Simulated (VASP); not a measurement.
Runs of VASP 6.6.1 on Si4F. The structure is that of space group P6mm (No. 183), or close to it. The cells are those of the table. 

| task | spin | cell | k mesh | cutoff (eV) | gap on the mesh (eV) | pressure (GPa) | moment (μB) | relaxed volume (Å³/atom) | largest force (eV/Å) |
| --- | --- | --- | --- | --- | --- | --- | --- | --- | --- |
| single point | off | a = 4.014, b = 4.014, c = 6.183 Å, angles 90.0, 90.0, 120.0°, 5 atoms | 6 × 6 × 4 | 520 | none | 63.7 | - | - | 7.22 |
| relaxation of cell and atoms | off | relaxed from a = 4.891, b = 4.891, c = 5.764 Å, angles 90.0, 90.0, 120.0°, 5 atoms | 12 × 12 × 8 | 600 | none | 0.0 | - | (a) | 0.01 |
| single point | collinear, ferromagnetic start | a = 4.891, b = 4.891, c = 5.764 Å, angles 90.0, 90.0, 120.0°, 5 atoms | 6 × 6 × 4 | 520 | none | 0.1 | 0.00 | - | 0.25 |
| single point | off | a = 4.891, b = 4.891, c = 5.764 Å, angles 90.0, 90.0, 120.0°, 5 atoms | 6 × 6 × 4 | 520 | none | 0.1 | - | - | 0.25 |
| single point | off | a = 4.894, b = 4.894, c = 5.834 Å, angles 90.0, 90.0, 120.0°, 5 atoms | 12 × 12 × 8 | 520 | none | 0.1 | - | - | 0.22 |
| relaxation of cell and atoms | off | relaxed from a = 4.014, b = 4.014, c = 6.183 Å, angles 90.0, 90.0, 120.0°, 5 atoms | 6 × 6 × 4 | 600 | none | -0.1 | - | 22.77 | 0.01 |
| single point | collinear, ferromagnetic start | a = 4.014, b = 4.014, c = 6.183 Å, angles 90.0, 90.0, 120.0°, 5 atoms | 6 × 6 × 4 | 520 | none | 63.7 | 0.00 | - | 7.22 |

Alike in all rows: level PBE; potentials or basis VASP PAW PBE potentials, release 64 (Si, F); smearing gaussian 0.1 eV.

Task: Fill in the values left out.

Result: (a) 23.60.

Caveats: an odd number of electrons without spin polarisation forces a metal (some runs); a magnetic or distorted state may lie lower (some runs); the volume moved by over 15 % at a fixed basis, so the end points are rough (some runs); forces of over 1 eV/Å act on the atoms, so gaps and moduli don't describe the material at rest (some runs).

A gap of «none» marks levels without a gap at the run's occupations.
